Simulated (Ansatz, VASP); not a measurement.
## Two plane-wave programs on TaW5

File INCAR:

```
SYSTEM = TaW5
  PREC = Accurate
  ENCUT = 520
  EDIFF = 1E-6
  ISMEAR = 0
  SIGMA = 0.1
  LREAL = .FALSE.
  LASPH = .TRUE.
  NELM = 60
  ALGO = Fast
  ISIF = 2
  LWAVE = .FALSE.
  LCHARG = .FALSE.
  GGA = PE
  NBANDS = 50
```

KPOINTS

```
Automatic mesh
0
G
  6 6 2
  0 0 0
```

POSCAR

```
TaW5
1.0
    3.2543683800      0.0000000000      0.0000000000
    0.0000000000      3.2543683800      0.0000000000
    0.0000000000      0.0000000000      9.7631051500
Ta W
1 5
Direct
    0.0000000000      0.0000000000      0.0000000000
    0.5000000000      0.5000000000      0.1666666700
    0.0000000000      0.0000000000      0.3333333300
    0.5000000000      0.5000000000      0.5000000000
    0.0000000000      0.0000000000      0.6666666700
    0.5000000000      0.5000000000      0.8333333300
```

Input for Ansatz:

```yaml
crystal:
  lattice:
    - [3.25436838, 0.0, 0.0]
    - [0.0, 3.25436838, 0.0]
    - [0.0, 0.0, 9.76310515]
  atoms:
    - { symbol: Ta, position: [0.0, 0.0, 0.0] }
    - { symbol: W, position: [0.5, 0.5, 0.16666667] }
    - { symbol: W, position: [0.0, 0.0, 0.33333333] }
    - { symbol: W, position: [0.5, 0.5, 0.5] }
    - { symbol: W, position: [0.0, 0.0, 0.66666667] }
    - { symbol: W, position: [0.5, 0.5, 0.83333333] }
basis:
  ecutwfc: 420
kpoints:
  mp_grid: { grid: [6, 6, 2] }
hamiltonian:
  xc: pbe
scf:
  occupations: { method: gaussian, width: 0.1 }
  lower_state_search: "off"
output:
  forces: true
  stress: true
  eigenvalues: true
```

Alike in both runs: task single point; functional PBE; k mesh 6 × 6 × 2; occupations gaussian, width 0.1 eV; no spin polarisation.

|  | VASP | Ansatz |
| --- | --- | --- |
| version | VASP 6.6.1 | Ansatz 0.2.0 |
| potentials or method | VASP PAW PBE potentials, release 64 (Ta_pv, W_sv), cutoff 520 eV | scalar-relativistic, plane waves, PAW |
| valence electrons in the cell | 81 | 83 |

```csv
,VASP,Ansatz,Ansatz less VASP
gap on the k mesh at the Fermi level (eV),none,none,-
pressure (GPa),-12.6,-12.9,-0.30
"traceless stress, the component that is largest in VASP (GPa)",0.24,0.25,+0.005
rms of the force components (eV/Å),0.302,0.304,+0.0014
```

Atom by atom the forces differ by 0.001 eV/Å (rms over components). A gap of «none» marks a metal or a gap that the smearing closes. VASP's potentials hold 81 valence electrons a cell and Ansatz's 83, so a difference there can come from the potentials and not from the codes.

Spin-orbit coupling is off throughout.
